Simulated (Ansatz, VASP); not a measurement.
## SiSn2 in VASP and in Ansatz

```
Si Sn
1.0
     3.27098    0.00000    0.00000
    -1.63549    2.83275    0.00000
     0.00000    0.00000   15.48805
Si Sn
2 4
Direct
  0.33333 0.66667 0.84192
  0.33333 0.66667 0.15808
  0.33333 0.66667 0.50000
  0.66667 0.33333 0.00000
  0.66667 0.33333 0.31057
  0.66667 0.33333 0.68943
```

Alike in both runs: functional PBE; k mesh 12 × 12 × 4; occupations gaussian, width 0.1 eV; no spin polarisation.

Ansatz relaxed the structure, and its values are those at the end. VASP's run is a single point on that final structure, the one shown.

```csv
,VASP,Ansatz
version,VASP 6.6.1,Ansatz 0.2.0
potentials or method,"VASP PAW PBE potentials, release 64 (Si, Sn_d), cutoff 520 eV","scalar-relativistic, plane waves, PAW"
valence electrons in the cell,64,64
```

|  | VASP | Ansatz | Ansatz less VASP |
| --- | --- | --- | --- |
| gap on the k mesh at the Fermi level (eV) | none | none | - |
| pressure (GPa) | -0.1 | 0.0 | +0.05 |

A gap of «none» marks a metal or a gap that the smearing closes. With one functional, cell and mesh, what is left measures potentials, basis and numerics.
